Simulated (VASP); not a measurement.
# Hf (P6_3/mmc) in VASP: notebook

Runs on Hf. Level: LDA. Tasks: single point.

Program: VASP 6.6.1. These are calculated values, not measurements. Logs are shortened: lines on timing, memory, paths and dates and some standing lists are left out, and cuts for length are marked.

## Step 1: The cell of the first run

The structure is hexagonal, space group P6_3/mmc (No. 194). Conventional cell: a = 3.118 Å, b = 3.118 Å, c = 4.948 Å, α = 90.00°, β = 90.00°, γ = 120.00°. Hf (site symmetry -6m2) has 12 Hf at 3.06 to 3.12 Å within 4.0 Å.

## Step 2: Single point, LDA

The input, INCAR:

```
SYSTEM = Hf
ALGO     = Normal         ! electronic algorithm
EDIFF    = 1E-6           ! SCF threshold, eV
ENCUT    = 520            ! plane-wave cutoff, eV
ISIF     = 2              ! what is computed and relaxed
ISMEAR   = 1              ! smearing method
LASPH    = .TRUE.         ! aspherical terms in the spheres
LCHARG   = .FALSE.        ! write CHGCAR
LREAL    = .FALSE.        ! projectors in reciprocal space
LWAVE    = .FALSE.        ! write WAVECAR
NBANDS   = 17             ! bands
NELM     = 60             ! most SCF steps
PREC     = Accurate       ! precision mode
SIGMA    = 0.2            ! smearing width, eV
```

The input, KPOINTS:

```
k-points
0
G
  12 12 7
  0 0 0
```

The input, POSCAR:

```
Hf
1.0
    3.1183974891      0.0000000000      0.0000000000
   -1.5591987445      2.7006114446      0.0000000000
    0.0000000000      0.0000000000      4.9475473504
Hf
2
Direct
    0.3333333333      0.6666666667      0.2500000000
    0.6666666667      0.3333333333      0.7500000000
```

Potentials or basis: VASP PAW LDA potentials, release 64 (Hf_pv).

Launch:

```sh
cat potpaw_LDA.64/Hf_pv/POTCAR > POTCAR
mpirun -np 1 vasp_std > vasp.out
```

OUTCAR:

```text
SYSTEM = Hf
   EDIFF = 1E-6
   ENCUT = 520
   ISIF = 2
   ISMEAR = 1
   LASPH = .TRUE.
   LREAL = .FALSE.
   NELM = 60
   PREC = Accurate

 ion  position               nearest neighbor table
   1  0.333  0.667  0.250-   2 3.06   2 3.06   2 3.06   2 3.06   2 3.06   2 3.06
   2  0.667  0.333  0.750-   1 3.06   1 3.06   1 3.06   1 3.06   1 3.06   1 3.06

  LATTYP: Found a hexagonal cell.
 ALAT       =     3.1183974891
 C/A-ratio  =     1.5865672570

  Lattice vectors:

 A1 = (   3.1183974891,   0.0000000000,   0.0000000000)
 A2 = (  -1.5591987445,   2.7006114446,   0.0000000000)
 A3 = (   0.0000000000,   0.0000000000,   4.9475473504)

Analysis of symmetry for initial positions (statically):
=====================================================================
 Subroutine PRICEL returns:
 Original cell was already a primitive cell.

 Routine SETGRP: Setting up the symmetry group for a
 hexagonal supercell.

 Subroutine GETGRP returns: Found 24 space group operations
 (whereof 12 operations were pure point group operations)
 out of a pool of 24 trial point group operations.

The static configuration has the point symmetry D_3d.
 The point group associated with its full space group is D_6h.

Analysis of symmetry for dynamics (positions and initial velocities):
=====================================================================
 Subroutine PRICEL returns:
 Original cell was already a primitive cell.

 Routine SETGRP: Setting up the symmetry group for a
 hexagonal supercell.

 Subroutine GETGRP returns: Found 24 space group operations
 (whereof 12 operations were pure point group operations)
 out of a pool of 24 trial point group operations.

The dynamic configuration has the point symmetry D_3d.
 The point group associated with its full space group is D_6h.

 Subroutine INISYM returns: Found 24 space group operations
 (whereof 12 operations are pure point group operations),
 and found     1 'primitive' translations

----------------------------------------------------------------------------------------

                                     Primitive cell

  volume of cell :      41.6662

  direct lattice vectors                    reciprocal lattice vectors
     3.118397489  0.000000000  0.000000000     0.320677529  0.185143257  0.000000000
    -1.559198744  2.700611445  0.000000000     0.000000000  0.370286515  0.000000000
     0.000000000  0.000000000  4.947547350     0.000000000  0.000000000  0.202120350

  length of vectors
[... 82 lines left out ...]
   EDIFF  = 0.1E-05   stopping-criterion for ELM
   LREAL  =      F    real-space projection
   EDIFFG = 0.1E-04   stopping-criterion for IOM
   NSW    =      0    number of steps for IOM
   IBRION =     -1    ionic relax: 0-MD 1-quasi-New 2-CG
   NFREE  =      0    steps in history (QN), initial steepest desc. (CG)
   ISIF   =      2    stress and relaxation
   ISYM   =      2    0-nonsym 1-usesym 2-fastsym
   POTIM  = 0.5000    time-step for ionic-motion
   TEBEG  =    0.0;   TEEND  =   0.0 temperature during run
   PSTRESS=    0.0 pullay stress
   NELECT =      20.0000    total number of electrons
   NUPDOWN=      -1.0000    fix difference up-down
   EMIN   =  10.00;   EMAX   =-10.00  energy-range for DOS
   EFERMI =   0.00;   METHOD = LEGACY
   ISMEAR =     1;   SIGMA  =   0.20  broadening in eV -4-tet -1-fermi 0-gaus
   EFERMI_NEDOS =   21; number of points for ismear=-14 and -15
   IALGO  =     38    algorithm
   IMIX   =      4    mixing-type and parameters
     AMIX     =   0.40;   BMIX     =  1.00
     AMIX_MAG =   1.60;   BMIX_MAG =  1.00
  volume/ion in A,a.u.               =      20.83       140.59
  Fermi-wavevector in a.u.,A,eV,Ry     =   1.281810  2.422270 22.354873  1.643037
  Thomas-Fermi vector in A             =   2.414158
   LORBIT       =      0    0 simple, 1 ext, 2 COOP (PROOUT), +10 PAW based schemes
   GGA     = CA    functional components
   LHFCALC =     F    Hartree Fock is set to
   AEXX    =    0.0000 exact exchange contribution
   IVDW    =     0    specifies the selected vdW correction
   LEPSILON=     F    determine dielectric tensor
   LRPA    =     F    only Hartree local field effects (RPA)
 non-spin polarized calculation
 Methfessel and Paxton  Order N= 1 SIGMA  =   0.20
  energy-cutoff  :      520.00
  volume of cell :       41.67
 maximum number of plane-waves:      1136
 NGX is ok and might be reduce to    24
   NGX = 11   NGY = 11   NGZ = 19

 number of electron      19.9999997 magnetization

 Free energy of the ion-electron system (eV)
  ---------------------------------------------------
  ext. energy  EPLUGINS =         0.00000000
  ---------------------------------------------------
  free energy    TOTEN  =       -21.38717915 eV

  energy without entropy =      -21.38819916  energy(sigma->0) =      -21.38751915

 E-fermi :   5.3161     XC(G=0): -11.7994

 val. band max:        5.3031962702   @ k =   0.0000   0.0000   0.4286
 cond. band min:       5.3318672968   @ k =   0.4167   0.1667   0.2857
 fundamental gap:      0.0286710266
 Fermi energy:         5.3160555010

 k-point     1 :       0.0000    0.0000    0.0000
  band No.  band energies     occupation
      1     -25.6037      2.00000
      2     -24.6502      2.00000
      3     -24.6502      2.00000
      4     -24.4897      2.00000
      5     -24.4894      2.00000
      6     -24.4894      2.00000
[... 457 lines left out ...]
      4     -24.8125      2.00000
      5     -24.6501      2.00000
      6     -24.5872      2.00000
[... 9 lines left out ...]
     16      10.0674      0.00000
     17      11.8902      0.00000

 [... further k-points ...]

------------------------ aborting loop because EDIFF is reached ----------------------------------------

  FORCE on cell =-STRESS in cart. coord.  units (eV):
  Direction    XX          YY          ZZ          XY          YZ          ZX
  --------------------------------------------------------------------------------------
  -------------------------------------------------------------------------------------
  Total        0.0482670      0.0482670     -0.0239149      0.0000000      0.0000000      0.0000000
  in kB        1.8559980      1.8559980     -0.9195937      0.0000000      0.0000000      0.0000000
  external PRESSURE =       0.9308008 kB  Pullay stress =       0.0000000 kB

 VOLUME and BASIS-vectors are now :
 -----------------------------------------------------------------------------
  energy-cutoff  :      520.00
  volume of cell :       41.67
      direct lattice vectors                 reciprocal lattice vectors
     3.118397489  0.000000000  0.000000000     0.320677529  0.185143257  0.000000000
    -1.559198744  2.700611445  0.000000000     0.000000000  0.370286515  0.000000000
     0.000000000  0.000000000  4.947547350     0.000000000  0.000000000  0.202120350

 POSITION                                       TOTAL-FORCE (eV/Angst)
 -----------------------------------------------------------------------------------
     -0.00000      1.80041      1.23689         0.000000      0.000000      0.000000
      1.55920      0.90020      3.71066        -0.000000     -0.000000      0.000000
 -----------------------------------------------------------------------------------
    total drift:                               -0.000000      0.000000     -0.000000

  FREE ENERGIE OF THE ION-ELECTRON SYSTEM (eV)
  ---------------------------------------------------
  free  energy   TOTEN  =       -21.3871791486 eV

  energy  without entropy=      -21.3881991613  energy(sigma->0) =      -21.38751915
```

OSZICAR:

```text
N       E                     dE             d eps       ncg     rms          rms(c)
DAV:   1     0.506550188922E+02    0.50655E+02   -0.11388E+04  2592   0.113E+03
DAV:   2    -0.203175109453E+02   -0.70973E+02   -0.69202E+02  3396   0.252E+02
DAV:   3    -0.220786341712E+02   -0.17611E+01   -0.17504E+01  3225   0.267E+01
DAV:   4    -0.220916663750E+02   -0.13032E-01   -0.13024E-01  3368   0.269E+00
DAV:   5    -0.220917841297E+02   -0.11775E-03   -0.11774E-03  3231   0.227E-01    0.684E+01
DAV:   6    -0.215785694123E+02    0.51321E+00   -0.43431E-01  3064   0.415E+00    0.402E+01
DAV:   7    -0.213956371588E+02    0.18293E+00   -0.69366E-01  3120   0.505E+00    0.188E+00
DAV:   8    -0.213871020350E+02    0.85351E-02   -0.41476E-02  2981   0.136E+00    0.296E-01
DAV:   9    -0.213871857257E+02   -0.83691E-04   -0.94829E-04  3479   0.213E-01    0.170E-01
DAV:  10    -0.213871824381E+02    0.32876E-05   -0.45466E-05  3005   0.463E-02    0.199E-01
DAV:  11    -0.213871791889E+02    0.32492E-05   -0.44679E-06  3237   0.134E-02    0.132E-02
DAV:  12    -0.213871791486E+02    0.40340E-07   -0.34052E-07  1662   0.409E-03
   1 F= -.21387179E+02 E0= -.21387519E+02  d E =0.102001E-02
```

It took 15 s on 1 thread of Intel Xeon 6975P-C (Granite Rapids), shared host; peak memory 0.16 GiB.

What came out:

* Free energy: -21.3872 eV
* Pressure: 0.1 GPa
* Band gap on the k mesh: zero (band 10 reaches 6.43 eV, above the bottom of band 11 at 5.02 eV)

Stress tensor (GPa, compression positive):
```
 0.19  0.00  0.00
 0.00  0.19  0.00
 0.00  0.00 -0.09
```

Caveat: spin-orbit coupling is left out, which moves the levels of the heavy elements.

## Step 3: Single point, LDA

The input, INCAR:

```
ALGO = Normal ; EDIFF = 1E-6
ENCUT = 520 ; ISIF = 2
ISMEAR = 1 ; LASPH = True
LCHARG = False ; LREAL = False
LWAVE = False ; NBANDS = 17
NELM = 60 ; PREC = Accurate
SIGMA = 0.3
```

The input, KPOINTS:

```
k-points
0
Gamma
  12 12 7
```

POSCAR is that of step 2.

Potentials or basis: VASP PAW LDA potentials, release 64 (Hf_pv).

Launch:

```sh
cat potpaw_LDA.64/Hf_pv/POTCAR > POTCAR
mpirun -np 1 vasp_std > vasp.out
```

Run time: 15 s. Hardware: 1 thread of Intel Xeon 6975P-C (Granite Rapids), shared host; peak memory 0.17 GiB.

Results (log left out):

| Property | Result |
| --- | --- |
| Free energy | -21.3864 eV |
| Pressure | 0.0 GPa |
| Band gap on the k mesh | zero (band 10 reaches 6.43 eV, above the bottom of band 11 at 5.02 eV) |

Stress tensor (GPa, compression positive):
```
 0.10  0.00  0.00
 0.00  0.10  0.00
 0.00  0.00 -0.11
```

Levels at points of the mesh, in eV from the Fermi level:
```
           k point  band 7  band 8  band 9  band 10  band 11  band 12  band 13  band 14
(0.00, 0.00, 0.00)   -7.55   -3.94    1.05     1.12     1.12     1.39     2.01     2.01
(0.50, 0.00, 0.00)   -3.45   -3.03   -2.47    -0.56     0.71     0.94     1.77     6.30
```

Caveat: spin-orbit coupling is left out, which moves the levels of the heavy elements.
